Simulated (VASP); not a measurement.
# NaI in VASP: a series of runs, part 2 of 3

VASP 6.6.1. The steps go on from the part before.

### 4 Electric field gradients, LDA (volume scaled by 1.06)

File INCAR:

```
SYSTEM = NaI
PREC = Accurate ; ENCUT = 520
EDIFF = 1E-8 ; ISMEAR = -1
SIGMA = 0.02 ; LREAL = .FALSE.
LASPH = .TRUE. ; NELM = 100
ALGO = Normal ; ISIF = 2
LWAVE = .FALSE. ; LCHARG = .FALSE.
LEFG = .TRUE. ; NBANDS = 14
```

File KPOINTS:

```
Automatic mesh
0
G
  8 8 8
  0 0 0
```

File POSCAR:

```
NaI
1.0
    0.0000000000      3.2998749385      3.2998749385
    3.2998749385      0.0000000000      3.2998749385
    3.2998749385      3.2998749385      0.0000000000
Na I
1 1
Direct
    0.0000000000      0.0000000000      0.0000000000
    0.5000000000      0.5000000000      0.5000000000
```

Potentials or basis: VASP PAW LDA potentials, release 64 (Na_pv, I).

Started as:

```bash
$ cat potpaw_LDA.64/Na_pv/POTCAR potpaw_LDA.64/I/POTCAR > POTCAR
$ mpirun -np 1 vasp_std > vasp.out
```

OUTCAR:

```text
SYSTEM = NaI
   PREC = Accurate
   ENCUT = 520
   EDIFF = 1E-8
   ISMEAR = -1
   LREAL = .FALSE.
   LASPH = .TRUE.
   NELM = 100
   ISIF = 2

 ion  position               nearest neighbor table
   1  0.000  0.000  0.000-
   2  0.500  0.500  0.500-

  LATTYP: Found a face centered cubic cell.
 ALAT       =     6.5997498770

  Lattice vectors:

 A1 = (   0.0000000000,   3.2998749385,   3.2998749385)
 A2 = (   3.2998749385,   0.0000000000,   3.2998749385)
 A3 = (   3.2998749385,   3.2998749385,   0.0000000000)

Analysis of symmetry for initial positions (statically):
=====================================================================
 Subroutine PRICEL returns:
 Original cell was already a primitive cell.

 Routine SETGRP: Setting up the symmetry group for a
 face centered cubic supercell.

 Subroutine GETGRP returns: Found 48 space group operations
 (whereof 48 operations were pure point group operations)
 out of a pool of 48 trial point group operations.

The static configuration has the point symmetry O_h .

Analysis of symmetry for dynamics (positions and initial velocities):
=====================================================================
 Subroutine PRICEL returns:
 Original cell was already a primitive cell.

 Routine SETGRP: Setting up the symmetry group for a
 face centered cubic supercell.

 Subroutine GETGRP returns: Found 48 space group operations
 (whereof 48 operations were pure point group operations)
 out of a pool of 48 trial point group operations.

The dynamic configuration has the point symmetry O_h .

 Subroutine INISYM returns: Found 48 space group operations
 (whereof 48 operations are pure point group operations),
[... 163 lines left out ...]
     12       9.7929      0.00000
     13       9.7929      0.00000
     14      10.3619      0.00000
[... 377 lines left out ...]
      1     -22.2349      2.00000
      2     -22.2328      2.00000
      3     -22.2322      2.00000
      4     -10.4162      2.00000
      5      -1.5581      2.00000
      6      -0.6158      2.00000
      7      -0.2174      2.00000
      8       6.0752      0.00000
      9       6.2199      0.00000
     10       8.1055      0.00000
     11       8.1956      0.00000
     12      10.3669      0.00000
     13      11.1680      0.00000
     14      12.5159      0.00000

 [... further k-points ...]
[... 5 lines left out ...]
  --------------------------------------------------------------------------------------
  -------------------------------------------------------------------------------------
  Total       -1.0060568     -1.0060568     -1.0060568     -0.0000000      0.0000000     -0.0000000
  in kB      -22.4290373    -22.4290373    -22.4290373     -0.0000000      0.0000000     -0.0000000
  external PRESSURE =     -22.4290373 kB  Pullay stress =       0.0000000 kB

 VOLUME and BASIS-vectors are now :
 -----------------------------------------------------------------------------
  energy-cutoff  :      520.00
  volume of cell :       71.87
      direct lattice vectors                 reciprocal lattice vectors
     0.000000000  3.299874938  3.299874938    -0.151520894  0.151520894  0.151520894
     3.299874938  0.000000000  3.299874938     0.151520894 -0.151520894  0.151520894
     3.299874938  3.299874938  0.000000000     0.151520894  0.151520894 -0.151520894

 POSITION                                       TOTAL-FORCE (eV/Angst)
 -----------------------------------------------------------------------------------
      0.00000      0.00000      0.00000        -0.000000     -0.000000     -0.000000
      3.29987      3.29987      3.29987         0.000000      0.000000      0.000000
 -----------------------------------------------------------------------------------
    total drift:                                0.000000      0.000000      0.000000

  FREE ENERGIE OF THE ION-ELECTRON SYSTEM (eV)
  ---------------------------------------------------
  free  energy   TOTEN  =        -5.9324647765 eV

  energy  without entropy=       -5.9324647764  energy(sigma->0) =       -5.93246478

 Electric field gradients (V/A^2)
---------------------------------------------------------------------
 ion       V_xx      V_yy      V_zz      V_xy      V_xz      V_yz
---------------------------------------------------------------------
   1       0.000     0.000     0.000    -0.001    -0.001    -0.001
   2      -0.000     0.000     0.000    -0.000    -0.000    -0.000
---------------------------------------------------------------------

 Electric field gradients after diagonalization (V/A^2)
 (convention: |V_zz| > |V_xx| > |V_yy|)
----------------------------------------------------------------------
 ion       V_xx      V_yy      V_zz     asymmetry (V_yy - V_xx)/ V_zz
----------------------------------------------------------------------
   1       0.001     0.001    -0.001       0.000
   2       0.000     0.000    -0.000       0.000
----------------------------------------------------------------------

           NMR quadrupolar parameters

 Cq : quadrupolar parameter    Cq=e*Q*V_zz/h
 eta: asymmetry parameters     (V_yy - V_xx)/ V_zz
 Q  : nuclear electric quadrupole moment in mb (millibarn)
----------------------------------------------------------------------
 ion       Cq(MHz)       eta       Q (mb)
----------------------------------------------------------------------
   1      -0.000       0.000       1.000
   2      -0.000       0.000       1.000
----------------------------------------------------------------------
```

It took 26 s on 1 thread of Intel Xeon Platinum 8488C (Sapphire Rapids), shared host; peak memory 0.18 GiB.

Results:

```yaml
Free_energy: -5.9325 eV
Pressure: -2.2 GPa
Band_gap_on_the_k_mesh: 3.20 eV, direct
```

Caveat: the cell differs from its parent crystal (volume scaled by 1.06); without QUAD_EFG the Cq values of the log hold for a quadrupole moment of 1 mb, not for the nuclei; spin-orbit coupling is left out, which moves the levels of the heavy elements.

### 5 Electric field gradients, LDA

This run uses another cell than the first one, of 33.90 Å³/atom, 1.010 times its volume.

File INCAR:

```
PREC     = Accurate       # precision mode
ENCUT    = 520            # plane-wave cutoff, eV
EDIFF    = 1E-8           # SCF threshold, eV
ISMEAR   = -1             # smearing method
SIGMA    = 0.02           # smearing width, eV
LREAL    = F              # projectors in reciprocal space
LASPH    = T              # aspherical terms in the spheres
NELM     = 100            # most SCF steps
ALGO     = Normal         # electronic algorithm
ISIF     = 2              # what is computed and relaxed
LWAVE    = F              # write WAVECAR
LCHARG   = F              # write CHGCAR
LEFG     = T            
NBANDS   = 14             # bands
```

File KPOINTS:

```
regular mesh
0
Gamma
  8 8 8
```

File POSCAR:

```
NaI
1.0
    0.0000000000      3.2364000000      3.2364000000
    3.2364000000      0.0000000000      3.2364000000
    3.2364000000      3.2364000000      0.0000000000
Na I
1 1
Direct
    0.0000000000      0.0000000000      0.0000000000
    0.5000000000      0.5000000000      0.5000000000
```

Potentials or basis: VASP PAW LDA potentials, release 64 (Na_pv, I).

Started as:

```bash
$ cat potpaw_LDA.64/Na_pv/POTCAR potpaw_LDA.64/I/POTCAR > POTCAR
$ mpirun -np 1 vasp_std > vasp.out
```

OUTCAR:

```text
PREC = Accurate
   ENCUT = 520
   EDIFF = 1E-8
   ISMEAR = -1
   LREAL = F
   LASPH = T
   NELM = 100
   ISIF = 2

 ion  position               nearest neighbor table
   1  0.000  0.000  0.000-
   2  0.500  0.500  0.500-

  LATTYP: Found a face centered cubic cell.
 ALAT       =     6.4728000000

  Lattice vectors:

 A1 = (   0.0000000000,   3.2364000000,   3.2364000000)
 A2 = (   3.2364000000,   0.0000000000,   3.2364000000)
 A3 = (   3.2364000000,   3.2364000000,   0.0000000000)

Analysis of symmetry for initial positions (statically):
=====================================================================
 Subroutine PRICEL returns:
 Original cell was already a primitive cell.

 Routine SETGRP: Setting up the symmetry group for a
 face centered cubic supercell.

 Subroutine GETGRP returns: Found 48 space group operations
 (whereof 48 operations were pure point group operations)
 out of a pool of 48 trial point group operations.

The static configuration has the point symmetry O_h .

Analysis of symmetry for dynamics (positions and initial velocities):
=====================================================================
 Subroutine PRICEL returns:
 Original cell was already a primitive cell.

 Routine SETGRP: Setting up the symmetry group for a
 face centered cubic supercell.

 Subroutine GETGRP returns: Found 48 space group operations
 (whereof 48 operations were pure point group operations)
 out of a pool of 48 trial point group operations.

The dynamic configuration has the point symmetry O_h .

 Subroutine INISYM returns: Found 48 space group operations
[... 162 lines left out ...]
      9       8.4158      0.00000
     10       8.4158      0.00000
     11       8.4158      0.00000
     12      10.2849      0.00000
     13      10.2849      0.00000
     14      10.8113      0.00000
[... 377 lines left out ...]
      1     -21.7730      2.00000
      2     -21.7700      2.00000
      3     -21.7692      2.00000
      4     -10.1053      2.00000
      5      -1.3467      2.00000
      6      -0.3219      2.00000
      7       0.1199      2.00000
      8       6.5440      0.00000
      9       6.7162      0.00000
     10       8.7078      0.00000
     11       8.7131      0.00000
     12      10.9261      0.00000
     13      11.8275      0.00000
     14      13.1163      0.00000

 [... further k-points ...]
[... 5 lines left out ...]
  --------------------------------------------------------------------------------------
  -------------------------------------------------------------------------------------
  Total       -0.6881655     -0.6881655     -0.6881655      0.0000000      0.0000000     -0.0000000
  in kB      -16.2624839    -16.2624839    -16.2624839      0.0000000      0.0000000     -0.0000000
  external PRESSURE =     -16.2624839 kB  Pullay stress =       0.0000000 kB

 VOLUME and BASIS-vectors are now :
 -----------------------------------------------------------------------------
  energy-cutoff  :      520.00
  volume of cell :       67.80
      direct lattice vectors                 reciprocal lattice vectors
     0.000000000  3.236400000  3.236400000    -0.154492646  0.154492646  0.154492646
     3.236400000  0.000000000  3.236400000     0.154492646 -0.154492646  0.154492646
     3.236400000  3.236400000  0.000000000     0.154492646  0.154492646 -0.154492646

 POSITION                                       TOTAL-FORCE (eV/Angst)
 -----------------------------------------------------------------------------------
      0.00000      0.00000      0.00000         0.000000      0.000000     -0.000000
      3.23640      3.23640      3.23640        -0.000000     -0.000000      0.000000
 -----------------------------------------------------------------------------------
    total drift:                                0.000000      0.000000      0.000000

  FREE ENERGIE OF THE ION-ELECTRON SYSTEM (eV)
  ---------------------------------------------------
  free  energy   TOTEN  =        -5.9818703709 eV

  energy  without entropy=       -5.9818703709  energy(sigma->0) =       -5.98187037

 Electric field gradients (V/A^2)
---------------------------------------------------------------------
 ion       V_xx      V_yy      V_zz      V_xy      V_xz      V_yz
---------------------------------------------------------------------
   1       0.000    -0.000     0.000    -0.002    -0.002    -0.002
   2      -0.000     0.000     0.000    -0.000    -0.000    -0.000
---------------------------------------------------------------------

 Electric field gradients after diagonalization (V/A^2)
 (convention: |V_zz| > |V_xx| > |V_yy|)
----------------------------------------------------------------------
 ion       V_xx      V_yy      V_zz     asymmetry (V_yy - V_xx)/ V_zz
----------------------------------------------------------------------
   1       0.002     0.002    -0.005       0.000
   2       0.000     0.000    -0.001       0.000
----------------------------------------------------------------------

           NMR quadrupolar parameters

 Cq : quadrupolar parameter    Cq=e*Q*V_zz/h
 eta: asymmetry parameters     (V_yy - V_xx)/ V_zz
 Q  : nuclear electric quadrupole moment in mb (millibarn)
----------------------------------------------------------------------
 ion       Cq(MHz)       eta       Q (mb)
----------------------------------------------------------------------
   1      -0.000       0.000       1.000
   2      -0.000       0.000       1.000
----------------------------------------------------------------------
```

It took 22 s on 1 thread of Intel Xeon Platinum 8375C at 2.90GHz (Ice Lake), shared host; peak memory 0.18 GiB.

Results:

- Free energy: -5.9819 eV
- Pressure: -1.6 GPa
- Band gap on the k mesh: 3.35 eV, direct

Caveat: without QUAD_EFG the Cq values of the log hold for a quadrupole moment of 1 mb, not for the nuclei; spin-orbit coupling is left out, which moves the levels of the heavy elements. Expect the measured gap to be larger: semilocal functionals such as LDA lack the derivative discontinuity.

### 6 Density of states, LDA

This run uses another cell than the first one, of 33.90 Å³/atom, 1.010 times its volume.

POSCAR is that of step 5.

File INCAR.step1:

```
PREC = Accurate ; ENCUT = 520
EDIFF = 1E-6 ; ISMEAR = -1
SIGMA = 0.02 ; LREAL = F
LASPH = T ; NELM = 100
ALGO = Normal ; ISIF = 2
LWAVE = F ; LCHARG = T
NBANDS = 14
```

File KPOINTS.step1:

```
regular mesh
0
Gamma
  8 8 8
```

File INCAR.step2:

```
PREC = Accurate ; ENCUT = 520
EDIFF = 1E-6 ; ISMEAR = -5
SIGMA = 0.02 ; LREAL = F
LASPH = T ; NELM = 100
ALGO = Normal ; ISIF = 2
LWAVE = F ; LCHARG = F
LORBIT = 11 ; NEDOS = 1001
ICHARG = 11
```

File KPOINTS.step2:

```
regular mesh
0
Gamma
  12 12 12
```

Potentials or basis: VASP PAW LDA potentials, release 64 (Na_pv, I).

Started as:

```bash
$ cat potpaw_LDA.64/Na_pv/POTCAR potpaw_LDA.64/I/POTCAR > POTCAR
$ cp INCAR.step1 INCAR
$ cp KPOINTS.step1 KPOINTS
$ mpirun -np 1 vasp_std > vasp.out
$ cp INCAR.step2 INCAR
$ cp KPOINTS.step2 KPOINTS
$ mpirun -np 1 vasp_std > vasp.out
```

OUTCAR:

```text
PREC = Accurate
   ENCUT = 520
   EDIFF = 1E-6
   ISMEAR = -5
   LREAL = F
   LASPH = T
   NELM = 100
   ISIF = 2
   LORBIT = 11
   ICHARG = 11

 ion  position               nearest neighbor table
   1  0.000  0.000  0.000-
   2  0.500  0.500  0.500-

  LATTYP: Found a face centered cubic cell.
 ALAT       =     6.4728000000

  Lattice vectors:

 A1 = (   0.0000000000,   3.2364000000,   3.2364000000)
 A2 = (   3.2364000000,   0.0000000000,   3.2364000000)
 A3 = (   3.2364000000,   3.2364000000,   0.0000000000)

Analysis of symmetry for initial positions (statically):
=====================================================================
 Subroutine PRICEL returns:
 Original cell was already a primitive cell.

 Routine SETGRP: Setting up the symmetry group for a
 face centered cubic supercell.

 Subroutine GETGRP returns: Found 48 space group operations
 (whereof 48 operations were pure point group operations)
[... 174 lines left out ...]
  band No.  band energies     occupation
      1     -21.7684      2.00000
      2     -21.7684      2.00000
      3     -21.7684      2.00000
      4     -10.4647      2.00000
      5       0.6189      2.00000
      6       0.6189      2.00000
      7       0.6189      2.00000
      8       3.9643      0.00000
      9       8.4158      0.00000
     10       8.4158      0.00000
     11       8.4158      0.00000
[... 309 lines left out ...]
 k-point    24 :      -0.4167    0.1667    0.0000
  band No.  band energies     occupation
      1     -21.7734      2.00000
      2     -21.7697      2.00000
      3     -21.7690      2.00000
      4     -10.1228      2.00000
      5      -1.4457      2.00000
      6      -0.1459      2.00000
      7       0.2470      2.00000
      8       6.1472      0.00000
      9       7.1012      0.00000
     10       8.3477      0.00000
     11       8.9772      0.00000

 [... further k-points ...]
[... 5 lines left out ...]
  --------------------------------------------------------------------------------------
  -------------------------------------------------------------------------------------
  Total       -0.6871975     -0.6871975     -0.6871975      0.0000000      0.0000000      0.0000000
  in kB      -16.2396105    -16.2396105    -16.2396105      0.0000000      0.0000000      0.0000000
  external PRESSURE =     -16.2396105 kB  Pullay stress =       0.0000000 kB

 VOLUME and BASIS-vectors are now :
 -----------------------------------------------------------------------------
  energy-cutoff  :      520.00
  volume of cell :       67.80
      direct lattice vectors                 reciprocal lattice vectors
     0.000000000  3.236400000  3.236400000    -0.154492646  0.154492646  0.154492646
     3.236400000  0.000000000  3.236400000     0.154492646 -0.154492646  0.154492646
     3.236400000  3.236400000  0.000000000     0.154492646  0.154492646 -0.154492646

 POSITION                                       TOTAL-FORCE (eV/Angst)
 -----------------------------------------------------------------------------------
      0.00000      0.00000      0.00000         0.000000      0.000000      0.000000
      3.23640      3.23640      3.23640         0.000000     -0.000000     -0.000000
 -----------------------------------------------------------------------------------
    total drift:                                0.000000      0.000000      0.000000

  FREE ENERGIE OF THE ION-ELECTRON SYSTEM (eV)
  ---------------------------------------------------
  free  energy   TOTEN  =        -5.9818801331 eV

  energy  without entropy=       -5.9818801331  energy(sigma->0) =       -5.98188013

 total charge

# of ion       s       p       d       tot
------------------------------------------
    1        0.045   5.971   0.000   6.015
    2        1.500   2.837   0.003   4.339
--------------------------------------------------
tot          1.544   8.808   0.003  10.355
```

OUTCAR.step1:

```text
PREC = Accurate
   ENCUT = 520
   EDIFF = 1E-6
   ISMEAR = -1
   LREAL = F
[... 629 lines left out ...]
      0.00000      0.00000      0.00000        -0.000000      0.000000     -0.000000
      3.23640      3.23640      3.23640         0.000000      0.000000      0.000000
 -----------------------------------------------------------------------------------
    total drift:                                0.000000      0.000000      0.000000

  FREE ENERGIE OF THE ION-ELECTRON SYSTEM (eV)
  ---------------------------------------------------
  free  energy   TOTEN  =        -5.9818703541 eV

  energy  without entropy=       -5.9818703541  energy(sigma->0) =       -5.98187035
```

It took 45 s on 1 thread of Intel Xeon Platinum 8375C at 2.90GHz (Ice Lake), shared host; peak memory 0.19 GiB.

What came out:

* Valence electrons inside the program's atomic spheres: Na 6.01; I 4.34

Caveat: spin-orbit coupling is left out, which moves the levels of the heavy elements.

[end of part 2 of 3]
